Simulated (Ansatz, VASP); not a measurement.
SrTiO3: VASP beside Ansatz

```
Sr Ti O
1.0
     3.93641    0.00000    0.00000
     0.00000    3.93641    0.00000
     0.00000    0.00000    3.93641
Sr Ti O
1 1 3
Cartesian
  -0.2252 0.0000 0.0000
  2.3070 1.9682 1.9682
  0.0232 1.9682 1.9682
  2.0665 0.0000 1.9682
  2.0665 1.9682 0.0000
```

Change from the starting cell: mode 1 frozen in at -0.077 Å and mode 7 at -0.288 Å (largest displacements).

Alike in both runs: task single point; functional PBE; k mesh 8 × 8 × 8; occupations gaussian, width 0.05 eV; no spin polarisation.

|  | VASP | Ansatz |
| --- | --- | --- |
| version | VASP 6.6.1 | Ansatz 0.2.0 |
| potentials or method | VASP PAW PBE potentials, release 64 (Sr_sv, Ti_sv, O), cutoff 520 eV | scalar-relativistic, plane waves, PAW |
| valence electrons in the cell | 40 | 40 |

```csv
,VASP,Ansatz,Ansatz less VASP
gap on the k mesh at the Fermi level (eV),1.94,1.99,+0.041
least direct gap on the mesh (eV),2.53,2.56,+0.027
pressure (GPa),12.0,11.2,-0.77
"traceless stress, the component that is largest in VASP (GPa)",10.48,10.07,-0.411
rms of the force components (eV/Å),1.826,1.740,-0.0863
```

Atom by atom the forces differ by 0.088 eV/Å (rms over components).
